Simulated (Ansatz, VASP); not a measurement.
# Two plane-wave programs on Be

Contents of INCAR:

```
ALGO = Normal ; EDIFF = 1E-7
ENCUT = 520 ; ISIF = 2
ISMEAR = -1 ; LASPH = T
LCHARG = T ; LELF = T
LREAL = F ; LVHAR = T
LWAVE = F ; NBANDS = 10
NELM = 80 ; PREC = Accurate
SIGMA = 0.1
```

KPOINTS

```
k-points
0
Gamma
  12 12 16
```

POSCAR

```
Be
1.0
    3.4226204842      0.0000000000      0.0000000000
   -1.7113102421      2.9640762868      0.0000000000
    0.0000000000      0.0000000000      2.0900042265
Be
3
Direct
    1.0000000000      1.0000000000      1.0000000000
    0.3333333333      0.6666666667      0.5000000000
    0.6666666667      0.3333333333      0.5000000000
```

Input for Ansatz:

```yaml
crystal:
  lattice:
    - [3.4226204842, 0.0, 0.0]
    - [-1.7113102421, 2.9640762868, 0.0]
    - [0.0, 0.0, 2.0900042265]
  atoms:
    - { symbol: Be, position: [1.0, 1.0, 1.0] }
    - { symbol: Be, position: [0.3333333333, 0.6666666667, 0.5] }
    - { symbol: Be, position: [0.6666666667, 0.3333333333, 0.5] }
hamiltonian:
  xc: lda
  pseudopotentials:
    kind: paw
    azcp:
      Be: "pseudopotentials/Be.paw.azcp"
basis:
  ecutwfc: 420
  fft_grid_basis: typed
kpoints:
  mp_grid: { grid: [12, 12, 16], shift: [0, 0, 0] }
magnetization:
  spin_polarized: false
scf:
  occupations: { method: fermi_dirac, width: 0.1 }
  lower_state_search: "off"
output:
  stress: true
```

Alike in both runs: task single point; functional LDA; k mesh 12 × 12 × 16; occupations fermi-dirac, width 0.1 eV; no spin polarisation.

```csv
,VASP,Ansatz
version,VASP 6.6.1,Ansatz 0.2.0
potentials or method,"VASP PAW LDA potentials, release 64 (Be), cutoff 520 eV","plane waves (420 eV) with PAW, scalar-relativistic"
valence electrons in the cell,6,6
```

Ansatz gave:

```
pressure (GPa)                                                : 11.8
traceless stress, the component that is largest in VASP (GPa) : -1.81
```

**Question.** Estimate VASP's values.

**Answer.** Pressure (GPa): 12.3; traceless stress, the component that is largest in VASP (GPa): -1.83.

Ansatz warns that its potentials were made for another functional, while VASP's fit it. LDA's correlation is that of Perdew and Zunger in VASP and of Perdew and Wang (1992) in Ansatz.
